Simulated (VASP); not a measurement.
The system is HgH3.

```
Hg H
1.0
     2.84652    0.00000    0.00000
    -1.42326    2.46516    0.00000
     0.00000    0.00000    8.98161
Hg H
1 3
Direct
  0.00000 0.00000 0.00000
  0.00000 0.00000 0.50000
  0.66667 0.33333 0.25576
  0.66667 0.33333 0.74424
```

- Program: VASP 6.6.1
- Task: relaxation of cell and atoms
- Functional: PBE
- Potentials or basis: VASP PAW PBE potentials, release 64 (Hg, H)
- Cutoff: 600 eV
- k mesh: 6 × 6 × 2
- Occupations: gaussian, width 0.1 eV
- Spin: no spin polarisation

At the start: pressure -4.1 GPa; volume 15.76 Å³/atom.

Q: Where does the relaxation end?

A: Over 12 steps the energy falls by 596.8 meV/atom and the volume is 10.01 Å³/atom (-36.5 %); space group P-6m2 (No. 187, to 0.05 Å).

The path:
| step | energy change (eV) | largest force (eV/Å) | pressure (GPa) | volume (Å³) |
| --- | --- | --- | --- | --- |
| 1 | 0.0000 | 0.1442 | -4.11 | 63.03 |
| 2 | -0.2704 | 0.2931 | -4.07 | 59.35 |
| 3 | -1.1885 | 0.2088 | -1.46 | 48.89 |
| 4 | -1.0493 | 1.4568 | 50.54 | 28.79 |
| 5 | -1.7195 | 0.3724 | 4.99 | 41.47 |
| 6 | -1.8704 | 0.9507 | 19.78 | 34.51 |
| 7 | -1.8948 | 0.6723 | 11.90 | 37.34 |
| 8 | -2.0487 | 0.6745 | 11.07 | 36.95 |
| 9 | -2.2277 | 0.4017 | 11.77 | 35.40 |
| 10 | -2.3172 | 0.2585 | 7.19 | 36.87 |
| 11 | -2.3853 | 0.0563 | 1.08 | 39.53 |
| 12 | -2.3873 | 0.0238 | 0.16 | 40.05 |

Final structure:
```cif
data_structure
_symmetry_space_group_name_H-M 'P 1'
_symmetry_Int_Tables_number 1
_cell_length_a 3.0611
_cell_length_b 3.0611
_cell_length_c 4.9354
_cell_angle_alpha 90.000
_cell_angle_beta 90.000
_cell_angle_gamma 120.000
_cell_volume 40.05
loop_
_atom_site_label
_atom_site_type_symbol
_atom_site_fract_x
_atom_site_fract_y
_atom_site_fract_z
_atom_site_occupancy
Hg1 Hg 0.00000 0.00000 0.00000 1
H1 H 0.00000 0.00000 0.50000 1
H2 H 0.66667 0.33333 0.25969 1
H3 H 0.66667 0.33333 0.74031 1
```

Caveat: the k points lie up to 0.64 Å⁻¹ apart in the final cell; the volume moved by over 15 % at a fixed basis, so the end points are rough.
